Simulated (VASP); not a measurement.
# C (Cmme) in VASP: further runs, part 2 of 2

VASP 6.6.1. Earlier steps stand in the parts before.

### Step 4. Single point, PBEsol (11.20 Å³/atom)

This run uses another cell than the first one, of 11.20 Å³/atom.

INCAR

```
SYSTEM = C
ALGO     = Normal         ! electronic algorithm
EDIFF    = 1E-7           ! SCF threshold, eV
ENCUT    = 520            ! plane-wave cutoff, eV
GGA      = PS             ! functional
ISIF     = 2              ! what is computed and relaxed
ISMEAR   = 0              ! smearing method
LASPH    = .True.         ! aspherical terms in the spheres
LCHARG   = .True.         ! write CHGCAR
LELF     = .True.         ! ELF
LREAL    = .False.        ! projectors in reciprocal space
LVHAR    = .True.       
LWAVE    = .False.        ! write WAVECAR
NBANDS   = 16             ! bands
NELM     = 80             ! most SCF steps
PREC     = Accurate       ! precision mode
SIGMA    = 0.15           ! smearing width, eV
```

KPOINTS

```
k-points
0
Gamma
  21 21 6
  0 0 0
```

POSCAR

```
C
1.0
    1.3627648966     -2.1780379638      0.0000000000
    1.3627648966      2.1780379638      0.0000000000
    0.0000000000      0.0000000000      7.5474528647
C
4
Direct
    0.0833216498      0.9166783502      0.7498439858
    0.5833216498      0.4166783502      0.2501560142
    0.9166783502      0.0833216498      0.2501560142
    0.4166783502      0.5833216498      0.7498439858
```

Potentials or basis: VASP PAW PBE potentials, release 64 (C).

Started as:

```bash
$ cat potpaw_PBE.64/C/POTCAR > POTCAR
$ mpirun -np 1 vasp_std > vasp.out
```

OUTCAR:

```text
SYSTEM = C
   EDIFF = 1E-7
   ENCUT = 520
   GGA = PS
   ISIF = 2
   ISMEAR = 0
   LASPH = .True.
   LREAL = .False.
   NELM = 80
   PREC = Accurate

 ion  position               nearest neighbor table
   1  0.083  0.917  0.750-   4 1.45   4 1.54   4 1.54
   2  0.583  0.417  0.250-   3 1.45   3 1.54   3 1.54
   3  0.917  0.083  0.250-   2 1.45   2 1.54   2 1.54
   4  0.417  0.583  0.750-   1 1.45   1 1.54   1 1.54

  LATTYP: Found a base centered orthorhombic cell.
 ALAT       =     2.7255297932
 B/A-ratio  =     1.5982492426
 C/A-ratio  =     2.7691690928

  Lattice vectors:

 A1 = (   1.3627648966,  -2.1780379638,   0.0000000000)
 A2 = (   1.3627648966,   2.1780379638,   0.0000000000)
 A3 = (   0.0000000000,   0.0000000000,   7.5474528647)

Analysis of symmetry for initial positions (statically):
=====================================================================
 Subroutine PRICEL returns:
 Original cell was already a primitive cell.

 Routine SETGRP: Setting up the symmetry group for a
 base centered orthorhombic supercell.

 Subroutine GETGRP returns: Found  8 space group operations
 (whereof  4 operations were pure point group operations)
 out of a pool of  8 trial point group operations.

The static configuration has the point symmetry C_2h.
 The point group associated with its full space group is D_2h.

Analysis of symmetry for dynamics (positions and initial velocities):
=====================================================================
 Subroutine PRICEL returns:
 Original cell was already a primitive cell.

 Routine SETGRP: Setting up the symmetry group for a
 base centered orthorhombic supercell.

 Subroutine GETGRP returns: Found  8 space group operations
 (whereof  4 operations were pure point group operations)
 out of a pool of  8 trial point group operations.
[... 123 lines left out ...]
   IALGO  =     38    algorithm
   IMIX   =      4    mixing-type and parameters
     AMIX     =   0.40;   BMIX     =  1.00
     AMIX_MAG =   1.60;   BMIX_MAG =  1.00
  volume/ion in A,a.u.               =      11.20        75.59
  Fermi-wavevector in a.u.,A,eV,Ry     =   1.161473  2.194866 18.354534  1.349020
  Thomas-Fermi vector in A             =   2.298045
   LORBIT       =      0    0 simple, 1 ext, 2 COOP (PROOUT), +10 PAW based schemes
   GGA     = PS    functional components
   LHFCALC =     F    Hartree Fock is set to
   AEXX    =    0.0000 exact exchange contribution
   IVDW    =     0    specifies the selected vdW correction
   LEPSILON=     F    determine dielectric tensor
   LRPA    =     F    only Hartree local field effects (RPA)
 non-spin polarized calculation
 Gauss-broadening in eV      SIGMA  =   0.15
  energy-cutoff  :      520.00
  volume of cell :       44.80
 maximum number of plane-waves:      1226
   NGX =  9   NGY =  9   NGZ = 29

 number of electron      16.0000001 magnetization

 Free energy of the ion-electron system (eV)
  ---------------------------------------------------
  ext. energy  EPLUGINS =         0.00000000
  ---------------------------------------------------
  free energy    TOTEN  =       -37.36250189 eV

  energy without entropy =      -37.36225632  energy(sigma->0) =      -37.36237911

 E-fermi :   2.7170     XC(G=0):  -9.3883

 val. band max:        2.6344805390   @ k =   0.3810   0.3810   0.0000
 cond. band min:       2.8020241591   @ k =   0.3333   0.3333   0.0000
 fundamental gap:      0.1675436202
 Fermi energy:         2.7169803617

 k-point     1 :       0.0000    0.0000    0.0000
  band No.  band energies     occupation
      1     -15.5001      2.00000
      2     -15.3711      2.00000
      3      -4.3996      2.00000
      4      -3.2517      2.00000
      5      -0.3954      2.00000
      6      -0.3786      2.00000
[... 433 lines left out ...]
      3      -7.1868      2.00000
      4      -7.1274      2.00000
      5      -2.5626      2.00000
      6      -2.5543      2.00000
[... 8 lines left out ...]
     15      14.0696      0.00000
     16      14.6639      0.00000

 [... further k-points ...]

------------------------ aborting loop because EDIFF is reached ----------------------------------------

  FORCE on cell =-STRESS in cart. coord.  units (eV):
  Direction    XX          YY          ZZ          XY          YZ          ZX
  --------------------------------------------------------------------------------------
  -------------------------------------------------------------------------------------
  Total      -20.6618423     -7.8594965     -0.0401644      0.0000000      0.0000000      0.0000000
  in kB     -738.8611591   -281.0531910     -1.4362658      0.0000000      0.0000000      0.0000000
  external PRESSURE =    -340.4502053 kB  Pullay stress =       0.0000000 kB

 VOLUME and BASIS-vectors are now :
 -----------------------------------------------------------------------------
  energy-cutoff  :      520.00
  volume of cell :       44.80
      direct lattice vectors                 reciprocal lattice vectors
     1.362764897 -2.178037964  0.000000000     0.366901144 -0.229564410  0.000000000
     1.362764897  2.178037964  0.000000000     0.366901144  0.229564410  0.000000000
     0.000000000  0.000000000  7.547452865     0.000000000  0.000000000  0.132495031

 POSITION                                       TOTAL-FORCE (eV/Angst)
 -----------------------------------------------------------------------------------
      1.36276      1.81508      5.65941         0.000000      0.039012      0.000102
      1.36276     -0.36296      1.88804         0.000000      0.039012     -0.000102
      1.36276     -1.81508      1.88804         0.000000     -0.039012     -0.000102
      1.36276      0.36296      5.65941         0.000000     -0.039012      0.000102
 -----------------------------------------------------------------------------------
    total drift:                                0.000000      0.000000     -0.000000

  FREE ENERGIE OF THE ION-ELECTRON SYSTEM (eV)
  ---------------------------------------------------
  free  energy   TOTEN  =       -37.3625018911 eV

  energy  without entropy=      -37.3622563221  energy(sigma->0) =      -37.36237911
```

OSZICAR:

```text
N       E                     dE             d eps       ncg     rms          rms(c)
DAV:   1     0.356783636073E+02    0.35678E+02   -0.75127E+03 15496   0.893E+02
DAV:   2    -0.354229638266E+02   -0.71101E+02   -0.64851E+02 21904   0.180E+02
DAV:   3    -0.386719329949E+02   -0.32490E+01   -0.32289E+01 20512   0.367E+01
DAV:   4    -0.387070217152E+02   -0.35089E-01   -0.35061E-01 19624   0.449E+00
DAV:   5    -0.387077130847E+02   -0.69137E-03   -0.69127E-03 19952   0.605E-01    0.717E+00
DAV:   6    -0.376939085521E+02    0.10138E+01   -0.70221E-01 18688   0.507E+00    0.415E+00
DAV:   7    -0.373586414125E+02    0.33527E+00   -0.88414E-01 19464   0.575E+00    0.901E-01
DAV:   8    -0.373626348762E+02   -0.39935E-02   -0.42692E-02 18080   0.126E+00    0.137E-01
DAV:   9    -0.373622664413E+02    0.36843E-03   -0.12123E-03 20656   0.237E-01    0.679E-02
DAV:  10    -0.373624866489E+02   -0.22021E-03   -0.26351E-04 17312   0.968E-02    0.345E-02
DAV:  11    -0.373625002222E+02   -0.13573E-04   -0.15318E-05 19352   0.262E-02    0.596E-03
DAV:  12    -0.373625015162E+02   -0.12940E-05   -0.20430E-06 17760   0.916E-03    0.173E-03
DAV:  13    -0.373625019733E+02   -0.45705E-06   -0.29920E-07 18912   0.352E-03    0.607E-04
DAV:  14    -0.373625018911E+02    0.82178E-07   -0.21909E-08 15432   0.104E-03
   1 F= -.37362502E+02 E0= -.37362379E+02  d E =-.245569E-03
```

stdout:

```text
POSCAR found type information on POSCAR C
 POSCAR found :  1 types and       4 ions
 scaLAPACK will be used
 -----------------------------------------------------------------------------
|                                                                             |
|                                                                             |
|     You enforced a specific xc type in the INCAR file but a different       |
|     I HOPE YOU KNOW WHAT YOU ARE DOING!                                     |
|                                                                             |
 -----------------------------------------------------------------------------

 LDA part: xc-table for (Slater+PW92), standard interpolation
 POSCAR, INCAR and KPOINTS ok, starting setup
 FFT: planning ... GRIDC
 FFT: planning ... GRID_SOFT
 FFT: planning ... GRID
 WAVECAR not read
 entering main loop
```

Wall time 2 min (1 thread of Intel Xeon 6975P-C (Granite Rapids), shared host); peak memory 0.34 GiB.

Results:

| Quantity | Value |
| --- | --- |
| Free energy | -37.3625 eV |
| Pressure | -34.0 GPa |
| Largest force | 0.039 eV/Å |

Forces in eV/Å, atoms in the order of the input:
```
C    0.000  0.039  0.000
C    0.000  0.039  0.000
C    0.000 -0.039  0.000
C    0.000 -0.039  0.000
```

Stress tensor (GPa, compression positive):
```
-73.89   0.00   0.00
  0.00 -28.11   0.00
  0.00   0.00  -0.14
```

Caveat: the stress differs along the axes, from -74 to -0 GPa; this functional lacks dispersion, which binds layers or chains, so the pressure and a relaxed spacing across them are unreliable; the PAW data sets were made with another functional, which shifts forces and pressure a little.

### Step 5. The runs side by side

```csv
cell,pressure (GPa),largest force (eV/Å)
"a = 2.533, b = 2.533, c = 7.497 Å, angles 90.0, 90.0, 117.3°, 4 atoms",-25.6,0.21
"a = 2.604, b = 2.604, c = 7.962 Å, angles 90.0, 90.0, 123.9°, 4 atoms",-20.3,0.17
"a = 2.569, b = 2.569, c = 7.547 Å, angles 90.0, 90.0, 115.9°, 4 atoms",-34.0,0.04
```

Alike in all rows: task single point; level PBEsol; potentials or basis VASP PAW PBE potentials, release 64 (C); no spin polarisation; k mesh 21 × 21 × 6; cutoff (eV) 520; smearing gaussian 0.15 eV.

Caveats: this functional lacks dispersion, which binds layers or chains, so the pressure and a relaxed spacing across them are unreliable; the PAW data sets were made with another functional, which shifts forces and pressure a little; the stress differs along the axes, from -56 to -0 GPa (at least some runs); the stress differs along the axes, from -74 to -0 GPa (at least some runs).

Absolute energies hang on the potentials; compare differences alone.
